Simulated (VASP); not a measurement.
A run of VASP 6.6.1 is set up as follows.

Contents of INCAR:

```
  PREC = Accurate
  ENCUT = 520
  EDIFF = 1E-6
  ISMEAR = -1
  SIGMA = 0.1
  LREAL = False
  LASPH = True
  NELM = 60
  ALGO = Normal
  ISIF = 2
  LWAVE = False
  LCHARG = False
  GGA = PE
  NBANDS = 12
```

File KPOINTS:

```
regular mesh
0
Gamma
  17 17 17
```

Contents of POSCAR:

```
Au
1.0
    0.0000000000      1.9613679084      1.9613679084
    1.9613679084      0.0000000000      1.9613679084
    1.9613679084      1.9613679084      0.0000000000
Au
1
Direct
    0.0000000000      0.0000000000      0.0000000000
```

Potentials or basis: VASP PAW PBE potentials, release 64 (Au).

Launch:

```sh
$ cat potpaw_PBE.64/Au/POTCAR > POTCAR
$ mpirun -np 1 vasp_std > vasp.out
```

Q: What does it give for the pressure?

A: 40.1 GPa.
